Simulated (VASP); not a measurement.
# KYC in VASP: further runs

The runs below take KYC through single point, with PBE.

Program: VASP 6.6.1. These are calculated values, not measurements. Logs are shortened: lines on timing, memory, paths and dates and some standing lists are left out, and cuts for length are marked.

### Step 1. The cell of the first run

The cell holds a sheet with vacuum, 3 atoms: a = 3.818 Å, b = 3.818 Å, c = 30.486 Å, α = 90.00°, β = 90.00°, γ = 120.00°.

The cell was built from a structure type or drawn by symmetry, and may not be a known phase.

### Step 2. Single point, PBE

Contents of INCAR:

```
SYSTEM = KYC
ALGO = Fast
DIPOL = 0.5 0.5 0.294
EDIFF = 1E-6
ENCUT = 520
GGA = PE
IDIPOL = 3
ISIF = 2
ISMEAR = 0
LASPH = .True.
LCHARG = .False.
LDIPOL = .True.
LREAL = .False.
LWAVE = .False.
NBANDS = 19
NELM = 100
PREC = Accurate
SIGMA = 0.1
```

Contents of KPOINTS:

```
k-points
0
Gamma
  6 6 1
  0 0 0
```

Contents of POSCAR:

```
KYC
1.0
    3.8180323747     -0.0000000034      0.0000000000
   -1.9090161844      3.3065130306      0.0000000000
    0.0000000000      0.0000000000     30.4861619200
K Y C
1 1 1
Direct
    0.0000000000      0.0000000000      0.2347554044
    0.0000000000      0.0000000000      0.3363597566
    0.3333333333      0.6666666667      0.3106502640
```

Potentials or basis: VASP PAW PBE potentials, release 64 (K_sv, Y_sv, C).

On the command line:

```console
$ cat potpaw_PBE.64/K_sv/POTCAR potpaw_PBE.64/Y_sv/POTCAR potpaw_PBE.64/C/POTCAR > POTCAR
$ mpirun -np 1 vasp_std > vasp.out
```

OUTCAR:

```text
SYSTEM = KYC
   EDIFF = 1E-6
   ENCUT = 520
   GGA = PE
   ISIF = 2
   ISMEAR = 0
   LASPH = .True.
   LREAL = .False.
   NELM = 100
   PREC = Accurate

 ion  position               nearest neighbor table
   1  0.000  0.000  0.235-   2 3.10
   2  0.000  0.000  0.336-   3 2.34   3 2.34   3 2.34   1 3.10
   3  0.333  0.667  0.311-   2 2.34   2 2.34   2 2.34

  LATTYP: Found a hexagonal cell.
 ALAT       =     3.8180323747
 C/A-ratio  =     7.9847835032

  Lattice vectors:

 A1 = (   3.8180323747,  -0.0000000034,   0.0000000000)
 A2 = (  -1.9090161844,   3.3065130306,   0.0000000000)
 A3 = (   0.0000000000,   0.0000000000,  30.4861619200)

Analysis of symmetry for initial positions (statically):
=====================================================================
 Subroutine PRICEL returns:
 Original cell was already a primitive cell.

 Routine SETGRP: Setting up the symmetry group for a
 hexagonal supercell.

 Subroutine GETGRP returns: Found  6 space group operations
 (whereof  6 operations were pure point group operations)
 out of a pool of 24 trial point group operations.

The static configuration has the point symmetry C_3v.

Analysis of symmetry for dynamics (positions and initial velocities):
=====================================================================
 Subroutine PRICEL returns:
 Original cell was already a primitive cell.

 Routine SETGRP: Setting up the symmetry group for a
 hexagonal supercell.

 Subroutine GETGRP returns: Found  6 space group operations
 (whereof  6 operations were pure point group operations)
 out of a pool of 24 trial point group operations.

The dynamic configuration has the point symmetry C_3v.

 Subroutine INISYM returns: Found  6 space group operations
 (whereof  6 operations are pure point group operations),
 and found     1 'primitive' translations

----------------------------------------------------------------------------------------

                                     Primitive cell

  volume of cell :     384.8687

  direct lattice vectors                    reciprocal lattice vectors
     3.818032375 -0.000000003  0.000000000     0.261915013  0.151216703  0.000000000
    -1.909016184  3.306513031  0.000000000     0.000000000  0.302433407  0.000000000
     0.000000000  0.000000000 30.486161920     0.000000000  0.000000000  0.032801768

[... 70 lines left out ...]
   NSW    =      0    number of steps for IOM
   IBRION =     -1    ionic relax: 0-MD 1-quasi-New 2-CG
   NFREE  =      0    steps in history (QN), initial steepest desc. (CG)
   ISIF   =      2    stress and relaxation
   ISYM   =      2    0-nonsym 1-usesym 2-fastsym
   POTIM  = 0.5000    time-step for ionic-motion
   TEBEG  =    0.0;   TEEND  =   0.0 temperature during run
   PSTRESS=    0.0 pullay stress
   NELECT =      24.0000    total number of electrons
   NUPDOWN=      -1.0000    fix difference up-down
   EMIN   =  10.00;   EMAX   =-10.00  energy-range for DOS
   EFERMI =   0.00;   METHOD = LEGACY
   ISMEAR =     0;   SIGMA  =   0.10  broadening in eV -4-tet -1-fermi 0-gaus
   EFERMI_NEDOS =   21; number of points for ismear=-14 and -15
   IALGO  =     68    algorithm
   IMIX   =      4    mixing-type and parameters
     AMIX     =   0.40;   BMIX     =  1.00
     AMIX_MAG =   1.60;   BMIX_MAG =  1.00
  volume/ion in A,a.u.               =     128.29       865.74
  Fermi-wavevector in a.u.,A,eV,Ry     =   0.649194  1.226798  5.734211  0.421453
  Thomas-Fermi vector in A             =   1.718071
   LORBIT       =      0    0 simple, 1 ext, 2 COOP (PROOUT), +10 PAW based schemes
   GGA     = PE    functional components
   LHFCALC =     F    Hartree Fock is set to
   AEXX    =    0.0000 exact exchange contribution
   IVDW    =     0    specifies the selected vdW correction
   LEPSILON=     F    determine dielectric tensor
   LRPA    =     F    only Hartree local field effects (RPA)
 non-spin polarized calculation
 RMM-DIIS sequential band-by-band and
 Gauss-broadening in eV      SIGMA  =   0.10
  energy-cutoff  :      520.00
  volume of cell :      384.87
 maximum number of plane-waves:     10443
   NGX = 15   NGY = 15   NGZ =113

 dipolmoment           0.000000      0.000000      0.000605 electrons x Angstroem

 number of electron      23.9999998 magnetization

 dipolmoment           0.000000      0.000000     -0.010778 electrons x Angstroem

 Free energy of the ion-electron system (eV)
  ---------------------------------------------------
  ext. energy  EPLUGINS =         0.00000000
  ---------------------------------------------------
  free energy    TOTEN  =       -14.69085144 eV

  energy without entropy =      -14.66402800  energy(sigma->0) =      -14.67743972

 E-fermi :  -1.7292     XC(G=0):  -2.3550

 val. band max:       -1.7815275369   @ k =   0.1667   0.0000   0.0000
 cond. band min:      -1.6469434215   @ k =   0.5000  -0.0000   0.0000
 fundamental gap:      0.1345841154
 Fermi energy:        -1.7291710332

 k-point     1 :       0.0000    0.0000    0.0000
  band No.  band energies     occupation
      1     -43.2717      2.00000
      2     -33.3789      2.00000
      3     -23.6257      2.00000
      4     -23.0824      2.00000
      5     -23.0824      2.00000
      6     -16.9204      2.00000
[... 131 lines left out ...]
      6     -16.9531      2.00000
[... 11 lines left out ...]
     18       2.5847      0.00000
     19       3.2497      0.00000

------------------------ aborting loop because EDIFF is reached ----------------------------------------

 vacuum level on the upper side and lower side of the slab       (xc-potential included)        -0.096         0.054

  FORCE on cell =-STRESS in cart. coord.  units (eV):
  Direction    XX          YY          ZZ          XY          YZ          ZX
  --------------------------------------------------------------------------------------
  -------------------------------------------------------------------------------------
  Total        0.0068750      0.0068750      0.0107918      0.0000000      0.0000000      0.0000000
  in kB        0.0286201      0.0286201      0.0449252      0.0000000      0.0000000      0.0000000
  external PRESSURE =       0.0340552 kB  Pullay stress =       0.0000000 kB

 VOLUME and BASIS-vectors are now :
 -----------------------------------------------------------------------------
  energy-cutoff  :      520.00
  volume of cell :      384.87
      direct lattice vectors                 reciprocal lattice vectors
     3.818032375 -0.000000003  0.000000000     0.261915013  0.151216703  0.000000000
    -1.909016184  3.306513031  0.000000000     0.000000000  0.302433407  0.000000000
     0.000000000  0.000000000 30.486161920     0.000000000  0.000000000  0.032801768

 POSITION                                       TOTAL-FORCE (eV/Angst)
 -----------------------------------------------------------------------------------
      0.00000      0.00000      7.15679        -0.000000      0.000000     -0.006109
      0.00000      0.00000     10.25432         0.000000      0.000000     -0.000080
      0.00000      2.20434      9.47053        -0.000000     -0.000000      0.006189
 -----------------------------------------------------------------------------------
    total drift:                               -0.000000      0.000000      0.004878

  FREE ENERGIE OF THE ION-ELECTRON SYSTEM (eV)
  ---------------------------------------------------
  free  energy   TOTEN  =       -14.6908514372 eV

  energy  without entropy=      -14.6640280029  energy(sigma->0) =      -14.67743972

 vacuum level on the upper side and lower side of the slab         0.923         1.076
```

stdout:

```text
POSCAR found type information on POSCAR K Y C
 POSCAR found :  3 types and       3 ions
 scaLAPACK will be used
 LDA part: xc-table for (Slater+PW92), standard interpolation
 POSCAR, INCAR and KPOINTS ok, starting setup
 FFT: planning ... GRIDC
 FFT: planning ... GRID_SOFT
 FFT: planning ... GRID
 WAVECAR not read
 entering main loop
WARNING in EDDRMM: call to ZHEGV failed, returncode =   6  3     16
```

Wall time 3.1 min (1 thread of Intel Xeon Platinum 8488C (Sapphire Rapids), shared host); peak memory 0.49 GiB.

Results:

| Property | Result |
| --- | --- |
| Free energy | -14.6909 eV |
| Largest force | 0.006 eV/Å |
| Band gap on the k mesh | zero (bands 12 and 13 overlap by 0.58 eV) |

Forces on the atoms (eV/Å):
```
K    0.000  0.000 -0.006
Y    0.000  0.000  0.000
C    0.000  0.000  0.006
```

Levels at points of the mesh, in eV from the Fermi level:
```
           k point  band 10  band 11  band 12  band 13  band 14  band 15
(0.00, 0.00, 0.00)    -1.85    -0.75    -0.75    -0.49     0.19     1.88
(0.50, 0.00, 0.00)    -1.72    -0.26     0.08     1.49     2.17     2.45
```

### Step 3. Single point, PBE

This run uses another cell than the first one.

Contents of INCAR:

```
SYSTEM = KYC
PREC     = Accurate       ! precision mode
ENCUT    = 520            ! plane-wave cutoff, eV
EDIFF    = 1E-6           ! SCF threshold, eV
ISMEAR   = 0              ! smearing method
SIGMA    = 0.1            ! smearing width, eV
LREAL    = .False.        ! projectors in reciprocal space
LASPH    = .True.         ! aspherical terms in the spheres
NELM     = 100            ! most SCF steps
ALGO     = Normal         ! electronic algorithm
ISIF     = 2              ! what is computed and relaxed
LWAVE    = .False.        ! write WAVECAR
LCHARG   = .True.         ! write CHGCAR
LDIPOL   = .True.       
IDIPOL   = 3            
DIPOL    = 0.5 0.5 0.498
GGA      = PE             ! functional
LELF     = .True.         ! ELF
LVHAR    = .True.       
LVACPOTAV= .True.       
NBANDS   = 19             ! bands
```

Contents of KPOINTS:

```
Automatic mesh
0
Gamma
  6 6 1
  0 0 0
```

Contents of POSCAR:

```
KYC
1.0
    3.2856816700      0.0000000000      0.0000000000
   -1.6428408300      2.8454842100      0.0000000000
    0.0000000000      0.0000000000     18.0000000000
K Y C
1 1 1
Direct
    0.0000000000      0.0000000000      0.4071366400
    0.0000000000      0.0000000000      0.5928633600
    0.3333333300      0.6666666700      0.4934246400
```

Potentials or basis: VASP PAW PBE potentials, release 64 (K_sv, Y_sv, C).

On the command line:

```console
$ cat potpaw_PBE.64/K_sv/POTCAR potpaw_PBE.64/Y_sv/POTCAR potpaw_PBE.64/C/POTCAR > POTCAR
$ mpirun -np 1 vasp_std > vasp.out
```

Wall time 36 s (1 thread of Intel Xeon Platinum 8488C (Sapphire Rapids), shared host); peak memory 0.28 GiB.

It converged, with:

* Free energy: -12.1210 eV
* Largest force: 4.364 eV/Å
* Band gap on the k mesh: 0.10 eV

Forces in eV/Å, atoms in the order of the input:
```
K    0.000  0.000 -2.179
Y    0.000  0.000 -2.185
C    0.000  0.000  4.364
```

Levels at points of the mesh, in eV from the valence-band top:
```csv
k point,band 10,band 11,band 12,band 13,band 14,band 15
"(0.00, 0.00, 0.00)",-3.40,-0.88,-0.06,0.38,0.38,0.53
"(0.50, 0.00, 0.00)",-2.71,-1.79,0.00,0.10,0.98,2.70
```
